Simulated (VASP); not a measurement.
Write the native input for VASP 6.6.1 that does the following.

| Quantity | Value |
| --- | --- |
| Task | single point |
| Functional | PBE |
| Potentials or basis | VASP PAW PBE potentials, release 64 (Zr_sv, O) |
| Cutoff | 600 eV |
| k mesh | 8 × 8 × 8 |
| Occupations | gaussian, width 0.01 eV |
| Spin | no spin polarisation |
| Dipole correction | no |
| Further INCAR settings | ALGO = Normal; EDIFF = 1e-06; NBANDS = 19 |

The structure of ZrO2 lies in POSCAR:

```
ZrO2
1.0
    0.0000000000      2.6080657864      2.6080657864
    2.6080657864      0.0000000000      2.6080657864
    2.6080657864      2.6080657864      0.0000000000
Zr O
1 2
Direct
    0.0000000000      0.0000000000      0.0000000000
    0.2500000000      0.2500000000      0.2500000000
    0.7500000000      0.7500000000      0.7500000000
```

The input as run:

INCAR

```
SYSTEM = ZrO2
  PREC = Accurate
  ENCUT = 600
  EDIFF = 1E-6
  ISMEAR = 0
  SIGMA = 0.01
  LREAL = .False.
  LASPH = .True.
  NELM = 120
  ALGO = Normal
  ISIF = 2
  LWAVE = .False.
  LCHARG = .False.
  GGA = PE
  NBANDS = 19
  GGA_COMPAT = .False.
```

KPOINTS

```
regular mesh
0
Gamma
  8 8 8
  0 0 0
```

Potentials or basis: VASP PAW PBE potentials, release 64 (Zr_sv, O).

Command:

```sh
$ cat potpaw_PBE.64/Zr_sv/POTCAR potpaw_PBE.64/O/POTCAR > POTCAR
$ mpirun -np 1 vasp_std > vasp.out
```

Results of the run:

```yaml
Pressure: -12.1 GPa
Band_gap_on_the_k_mesh: 3.15 eV (least direct gap 3.54 eV)
```

Caveat: the cell stands under tension.

It took 15 s on 1 thread of Intel(R) Xeon(R) 6975P-C (Granite Rapids), with other jobs on the host, peak memory 0.17 GiB.
